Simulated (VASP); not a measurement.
## La: single point with revPBE

La:

```
CELL_PARAMETERS angstrom
0.00000 3.41194 3.41194
3.41194 0.00000 3.41194
3.41194 3.41194 0.00000
ATOMIC_POSITIONS crystal
La 0.12500 0.12500 0.12500
La 0.87500 0.87500 0.87500
```

This cell differs from its parent crystal: volume scaled by 1.04.

```yaml
Program: VASP 6.6.1
Task: single point
Functional: revPBE
Potentials_or_basis: VASP PAW PBE potentials, release 64 (La)
Cutoff: 520 eV
k_mesh: 9 × 9 × 9
Occupations: fermi-dirac, width 0.1 eV
Spin: no spin polarisation
Dipole_correction: no
Further_INCAR_settings: ALGO = Normal; EDIFF = 1e-06; NBANDS = 18
```

```json
{
  "Pressure": "-1.3 GPa",
  "Band gap on the k mesh": "zero (band 11 reaches 7.02 eV, above the bottom of band 12 at 6.70 eV)"
}
```

Levels at points of the mesh, in eV from the Fermi level:
```csv
k point,band 7,band 8,band 9,band 10,band 11,band 12,band 13,band 14,band 15,band 16
"(0.00, 0.00, 0.00)",-15.83,-15.83,-2.37,-0.65,-0.65,0.85,0.85,0.85,1.46,1.58
```

Wall time 27 s on 1 thread of Intel(R) Xeon(R) 6975P-C (Granite Rapids) (shared host), peak memory 0.23 GiB.

Caveat: the PAW data sets were made with another functional, which shifts forces and pressure a little; spin-orbit coupling is left out, which moves the levels of the heavy elements.
